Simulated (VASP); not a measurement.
# Al3Cu2 in VASP: single point with r2SCAN

Aim: the single point of Al3Cu2 with r2SCAN.

All numbers are computed with VASP 6.6.1; they aren't measurements. Logs are shortened: lines on timing, memory, paths and dates and some standing lists are left out, and cuts for length are marked.

## (1) The cell of the first run

The cell holds a slab with vacuum, 10 atoms: a = 4.055 Å, b = 4.055 Å, c = 23.601 Å, α = 90.00°, β = 90.00°, γ = 90.00°.

## (2) Single point, r2SCAN

File POSCAR:

```
Al3Cu2
1.0
    4.0547150342      0.0000000000      0.0000000000
    0.0000000000      4.0547150342      0.0000000000
    0.0000000000      0.0000000000     23.6009625446
Cu Al
4 6
Direct
    0.0000000000      0.0000000000      0.3227738875
    0.5000000000      0.5000000000      0.4398887473
    0.0000000000      0.0000000000      0.5601178324
    0.5000000000      0.5000000000      0.6772064897
    0.0000000000      0.5000000000      0.3783644124
    0.5000000000      0.0000000000      0.3783644124
    0.5000000000      0.0000000000      0.5000013631
    0.0000000000      0.5000000000      0.5000013631
    0.0000000000      0.5000000000      0.6216407460
    0.5000000000      0.0000000000      0.6216407460
```

File INCAR.step1:

```
ALGO = Normal ; DIPOL = 0.5 0.5 0.500
EDIFF = 1E-4 ; ENCUT = 520
GGA = PE ; IDIPOL = 3
ISMEAR = 0 ; LASPH = T
LCHARG = F ; LDIPOL = T
LREAL = F ; LWAVE = T
NBANDS = 42 ; NELM = 60
PREC = Accurate ; SIGMA = 0.1
```

File INCAR.step2:

```
ALGO = Normal ; DIPOL = 0.5 0.5 0.500
EDIFF = 1E-6 ; ENCUT = 520
IDIPOL = 3 ; ISIF = 2
ISMEAR = 0 ; ISTART = 1
LASPH = T ; LCHARG = F
LDIPOL = T ; LMIXTAU = T
LREAL = F ; LWAVE = F
METAGGA = R2SCAN ; NBANDS = 42
NELM = 60 ; PREC = Accurate
SIGMA = 0.1
```

File KPOINTS:

```
k-points
0
Gamma
  9 9 1
```

Potentials or basis: VASP PAW PBE potentials, release 64 (Cu, Al).

On the command line:

```console
cat potpaw_PBE.64/Cu/POTCAR potpaw_PBE.64/Al/POTCAR > POTCAR
cp INCAR.step1 INCAR
mpirun -np 1 vasp_std > vasp.out
cp INCAR.step2 INCAR
mpirun -np 1 vasp_std > vasp.out
```

OUTCAR:

```text
EDIFF = 1E-6
   ENCUT = 520
   ISIF = 2
   ISMEAR = 0
   ISTART = 1
   LASPH = T
   LREAL = F
   METAGGA = R2SCAN
   NELM = 60
   PREC = Accurate

 ion  position               nearest neighbor table
   1  0.000  0.000  0.323-   5 2.41   6 2.41   5 2.41   6 2.41
   2  0.500  0.500  0.440-   7 2.47   8 2.47   7 2.47   8 2.47   6 2.49   5 2.49   5 2.49   6 2.49

   3  0.000  0.000  0.560-   7 2.47   8 2.47   8 2.47   7 2.47   9 2.49   9 2.49  10 2.49  10 2.49

   4  0.500  0.500  0.677-   9 2.41  10 2.41  10 2.41   9 2.41
   5  0.000  0.500  0.378-   1 2.41   1 2.41   2 2.49   2 2.49   6 2.87   6 2.87   6 2.87   6 2.87
                             8 2.87
   6  0.500  0.000  0.378-   1 2.41   1 2.41   2 2.49   2 2.49   5 2.87   5 2.87   5 2.87   5 2.87
                             7 2.87
   7  0.500  0.000  0.500-   2 2.47   2 2.47   3 2.47   3 2.47   8 2.87   8 2.87   8 2.87   8 2.87
                             6 2.87  10 2.87
   8  0.000  0.500  0.500-   2 2.47   2 2.47   3 2.47   3 2.47   7 2.87   7 2.87   7 2.87   7 2.87
                             5 2.87   9 2.87
   9  0.000  0.500  0.622-   4 2.41   4 2.41   3 2.49   3 2.49  10 2.87  10 2.87  10 2.87  10 2.87
                             8 2.87
  10  0.500  0.000  0.622-   4 2.41   4 2.41   3 2.49   3 2.49   9 2.87   9 2.87   9 2.87   9 2.87
                             7 2.87

  LATTYP: Found a simple tetragonal cell.
 ALAT       =     4.0547150342
 C/A-ratio  =     5.8206217565

  Lattice vectors:

 A1 = (   4.0547150342,   0.0000000000,   0.0000000000)
 A2 = (   0.0000000000,   4.0547150342,   0.0000000000)
 A3 = (   0.0000000000,   0.0000000000,  23.6009625446)

Analysis of symmetry for initial positions (statically):
=====================================================================
 Subroutine PRICEL returns:
 Original cell was already a primitive cell.

 Routine SETGRP: Setting up the symmetry group for a
 simple tetragonal supercell.

 Subroutine GETGRP returns: Found  8 space group operations
 (whereof  8 operations were pure point group operations)
 out of a pool of 16 trial point group operations.

The static configuration has the point symmetry C_4v.

Analysis of symmetry for dynamics (positions and initial velocities):
=====================================================================
 Subroutine PRICEL returns:
 Original cell was already a primitive cell.

 Routine SETGRP: Setting up the symmetry group for a
 simple tetragonal supercell.

 Subroutine GETGRP returns: Found  8 space group operations
 (whereof  8 operations were pure point group operations)
 out of a pool of 16 trial point group operations.

The dynamic configuration has the point symmetry C_4v.

 Subroutine INISYM returns: Found  8 space group operations
 (whereof  8 operations are pure point group operations),
 and found     1 'primitive' translations

----------------------------------------------------------------------------------------

                                     Primitive cell

  volume of cell :     388.0167

  direct lattice vectors                    reciprocal lattice vectors
     4.054715034  0.000000000  0.000000000     0.246626456  0.000000000  0.000000000
     0.000000000  4.054715034  0.000000000     0.000000000  0.246626456  0.000000000
     0.000000000  0.000000000 23.600962545     0.000000000  0.000000000  0.042371153

  length of vectors
     4.054715034  4.054715034 23.600962545     0.246626456  0.246626456  0.042371153

  position of ions in fractional coordinates (direct lattice)
     0.000000000  0.000000000  0.322773887
     0.500000000  0.500000000  0.439888747
     0.000000000  0.000000000  0.560117832
     0.500000000  0.500000000  0.677206490
     0.000000000  0.500000000  0.378364412
     0.500000000  0.000000000  0.378364412
     0.500000000  0.000000000  0.500001363
     0.000000000  0.500000000  0.500001363
     0.000000000  0.500000000  0.621640746
     0.500000000  0.000000000  0.621640746

  ion indices of the primitive-cell ions
   primitive index   ion index
                 1           1
                 2           2
                 3           3
[... 22 lines left out ...]

  Length of vectors
     0.027402940  0.027402940  0.042371153

  Shift w.r.t. Gamma in fractional coordinates (k-lattice)
     0.000000000  0.000000000  0.000000000

 Subroutine IBZKPT returns following result:
 ===========================================

 Found     15 irreducible k-points:

 Following reciprocal coordinates:
            Coordinates               Weight
  0.000000  0.000000  0.000000      1.000000
  0.111111  0.000000  0.000000      4.000000
  0.222222  0.000000  0.000000      4.000000
  0.333333  0.000000  0.000000      4.000000
  0.444444  0.000000  0.000000      4.000000
  0.111111  0.111111  0.000000      4.000000
  0.222222  0.111111  0.000000      8.000000
  0.333333  0.111111  0.000000      8.000000
  0.444444  0.111111  0.000000      8.000000
  0.222222  0.222222  0.000000      4.000000
  0.333333  0.222222  0.000000      8.000000
  0.444444  0.222222  0.000000      8.000000
  0.333333  0.333333  0.000000      4.000000
  0.444444  0.333333  0.000000      8.000000
  0.444444  0.444444  0.000000      4.000000
   k-points           NKPTS =     15   k-points in BZ     NKDIM =     15   number of bands    NBANDS=     42
   number of dos      NEDOS =    301   number of ions     NIONS =     10
   total plane-waves  NPLWV = 162000
   dimension x,y,z NGX =    30 NGY =   30 NGZ =  180
   dimension x,y,z NGXF=    60 NGYF=   60 NGZF=  360
   ions per type =               4   6
   NGX,Y,Z   is equivalent  to a cutoff of  12.30, 12.30, 12.68 a.u.
   NGXF,Y,Z  is equivalent  to a cutoff of  24.60, 24.60, 25.36 a.u.
 SYSTEM =  unknown system
   PREC   = accura    normal or accurate (medium, high low for compatibility)
   ISTART =      1    job   : 0-new  1-cont  2-samecut
   ICHARG =      0    charge: 1-file 2-atom 10-const
   ISPIN  =      1    spin polarized calculation?
   LNONCOLLINEAR =      F non collinear calculations
   LSORBIT =      F    spin-orbit coupling
   LASPH  =      T    aspherical Exc in radial PAW
   ENCUT  =  520.0 eV  38.22 Ry    6.18 a.u.   7.54  7.54 43.88*2*pi/ulx,y,z
   NELM   =     60;   NELMIN=  2; NELMDL=  0     # of ELM steps
   EDIFF  = 0.1E-05   stopping-criterion for ELM
   LREAL  =      F    real-space projection
   EDIFFG = 0.1E-04   stopping-criterion for IOM
   NSW    =      0    number of steps for IOM
   IBRION =     -1    ionic relax: 0-MD 1-quasi-New 2-CG
   NFREE  =      0    steps in history (QN), initial steepest desc. (CG)
   ISIF   =      2    stress and relaxation
   ISYM   =      2    0-nonsym 1-usesym 2-fastsym
   POTIM  = 0.5000    time-step for ionic-motion
   TEBEG  =    0.0;   TEEND  =   0.0 temperature during run
   PSTRESS=    0.0 pullay stress
   NELECT =      62.0000    total number of electrons
   NUPDOWN=      -1.0000    fix difference up-down
   EMIN   =  10.00;   EMAX   =-10.00  energy-range for DOS
   EFERMI =   0.00;   METHOD = LEGACY
   ISMEAR =     0;   SIGMA  =   0.10  broadening in eV -4-tet -1-fermi 0-gaus
   EFERMI_NEDOS =   21; number of points for ismear=-14 and -15
   IALGO  =     38    algorithm
   IMIX   =      4    mixing-type and parameters
     AMIX     =   0.40;   BMIX     =  1.00
     AMIX_MAG =   1.60;   BMIX_MAG =  1.00
  volume/ion in A,a.u.               =      38.80       261.85
  Fermi-wavevector in a.u.,A,eV,Ry     =   0.888359  1.678755 10.737474  0.789182
  Thomas-Fermi vector in A             =   2.009778
   LORBIT       =      0    0 simple, 1 ext, 2 COOP (PROOUT), +10 PAW based schemes
   METAGGA = R2SCAN    functional components
   LHFCALC =     F    Hartree Fock is set to
   AEXX    =    0.0000 exact exchange contribution
   IVDW    =     0    specifies the selected vdW correction
   LEPSILON=     F    determine dielectric tensor
   LRPA    =     F    only Hartree local field effects (RPA)
 non-spin polarized calculation
 Gauss-broadening in eV      SIGMA  =   0.10
  energy-cutoff  :      520.00
  volume of cell :      388.02
 maximum number of plane-waves:     10499
 NGX is ok and might be reduce to    30
   NGX = 15   NGY = 15   NGZ = 87

 dipolmoment           0.000000      0.000000     -0.000017 electrons x Angstroem

 number of electron      61.9999959 magnetization

 dipolmoment           0.000000      0.000000      0.000062 electrons x Angstroem

 Free energy of the ion-electron system (eV)
  ---------------------------------------------------
  ext. energy  EPLUGINS =         0.00000000
  ---------------------------------------------------
  free energy    TOTEN  =       -81.99621148 eV

  energy without entropy =      -81.96927100  energy(sigma->0) =      -81.98274124

 E-fermi :   0.3299     XC(G=0):  -5.2259

 val. band max:        0.3230722522   @ k =   0.3333   0.3333   0.0000
 cond. band min:       0.4248130149   @ k =   0.4444   0.1111   0.0000
 fundamental gap:      0.1017407627
 Fermi energy:         0.3299238308

 k-point     1 :       0.0000    0.0000    0.0000
  band No.  band energies     occupation
      1     -10.0534      2.00000
      2      -8.9570      2.00000
      3      -7.2940      2.00000
      4      -5.0111      2.00000
      5      -4.7885      2.00000
      6      -4.4964      2.00000
[... 664 lines left out ...]
     41       5.3606      0.00000
     42       6.1512      0.00000

------------------------ aborting loop because EDIFF is reached ----------------------------------------

 vacuum level on the upper side and lower side of the slab       (xc-potential included)        -0.004        -0.005

  FORCE on cell =-STRESS in cart. coord.  units (eV):
  Direction    XX          YY          ZZ          XY          YZ          ZX
  --------------------------------------------------------------------------------------
  -------------------------------------------------------------------------------------
  Total        0.6183991      0.6183991      0.0241387      0.0000000      0.0000000      0.0000000
  in kB        2.5534598      2.5534598      0.0996722      0.0000000      0.0000000      0.0000000
  external PRESSURE =       1.7355306 kB  Pullay stress =       0.0000000 kB

 VOLUME and BASIS-vectors are now :
 -----------------------------------------------------------------------------
  energy-cutoff  :      520.00
  volume of cell :      388.02
      direct lattice vectors                 reciprocal lattice vectors
     4.054715034  0.000000000  0.000000000     0.246626456  0.000000000  0.000000000
     0.000000000  4.054715034  0.000000000     0.000000000  0.246626456  0.000000000
     0.000000000  0.000000000 23.600962545     0.000000000  0.000000000  0.042371153

 POSITION                                       TOTAL-FORCE (eV/Angst)
 -----------------------------------------------------------------------------------
      0.00000      0.00000      7.61777         0.000000      0.000000     -0.012131
      2.02736      2.02736     10.38180         0.000000     -0.000000     -0.000016
      0.00000      0.00000     13.21932         0.000000      0.000000     -0.000857
      2.02736      2.02736     15.98272         0.000000      0.000000      0.015198
      0.00000      2.02736      8.92976        -0.000000     -0.000000      0.009803
      2.02736      0.00000      8.92976        -0.000000      0.000000      0.009803
      2.02736      0.00000     11.80051         0.000000      0.000000      0.000328
      0.00000      2.02736     11.80051         0.000000      0.000000      0.000328
      0.00000      2.02736     14.67132         0.000000      0.000000     -0.011228
      2.02736      0.00000     14.67132         0.000000      0.000000     -0.011228
 -----------------------------------------------------------------------------------
    total drift:                                0.000000      0.000000     -0.000363

  FREE ENERGIE OF THE ION-ELECTRON SYSTEM (eV)
  ---------------------------------------------------
  free  energy   TOTEN  =       -81.9962114805 eV

  energy  without entropy=      -81.9692710040  energy(sigma->0) =      -81.98274124

 vacuum level on the upper side and lower side of the slab         4.386         4.384
```

It took 19 min on 1 thread of Intel Xeon 6975P-C (Granite Rapids), shared host; peak memory 0.53 GiB.

Results:

* Free energy: -81.9962 eV
* Largest force: 0.015 eV/Å
* Band gap on the k mesh: zero (bands 31 and 32 overlap by 1.97 eV)

Forces in eV/Å, atoms in the order of the input:
```
Cu   0.000  0.000 -0.012
Cu   0.000  0.000  0.000
Cu   0.000  0.000 -0.001
Cu   0.000  0.000  0.015
Al   0.000  0.000  0.010
Al   0.000  0.000  0.010
Al   0.000  0.000  0.000
Al   0.000  0.000  0.000
Al   0.000  0.000 -0.011
Al   0.000  0.000 -0.011
```

Caveat: the PAW data sets were made with another functional, which shifts forces and pressure a little.
